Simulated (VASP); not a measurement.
Wanted: the native input for a VASP 6.6.1 run.

```
Task                   : single point
Functional             : LDA
Potentials or basis    : VASP PAW LDA potentials, release 64 (B, P)
Cutoff                 : 500 eV
k mesh                 : 15 × 15 × 15
Occupations            : fermi-dirac, width 0.08 eV
Spin                   : no spin polarisation
Dipole correction      : no
Further INCAR settings : ALGO = Normal; EDIFF = 1e-06; NBANDS = 11
```

The structure of BP (zincblende type) lies in POSCAR:

```
BP
1.0
    0.0000000000      2.2450412894      2.2450412894
    2.2450412894      0.0000000000      2.2450412894
    2.2450412894      2.2450412894      0.0000000000
B P
1 1
Direct
    0.0000000000      0.0000000000      0.0000000000
    0.2500000000      0.2500000000      0.2500000000
```

One way to write it, as run:

INCAR

```
PREC = Accurate
ENCUT = 500
EDIFF = 1E-6
ISMEAR = -1
SIGMA = 0.08
LREAL = F
LASPH = T
NELM = 120
ALGO = Normal
ISIF = 2
LWAVE = F
LCHARG = F
NBANDS = 11
GGA_COMPAT = F
```

KPOINTS

```
regular mesh
0
Gamma
  15 15 15
```

Potentials or basis: VASP PAW LDA potentials, release 64 (B, P).

Command:

```bash
$ cat potpaw_LDA.64/B/POTCAR potpaw_LDA.64/P/POTCAR > POTCAR
$ mpirun -np 1 vasp_std > vasp.out
```

Results of the run:

```json
{
  "Pressure": "-0.1 GPa",
  "Band gap on the k mesh": "1.15 eV, indirect (least direct gap 3.43 eV)"
}
```

Run time: 15 s on 1 thread of AMD EPYC 9R45 (Zen 5), with other jobs on the host, peak memory 0.11 GiB.
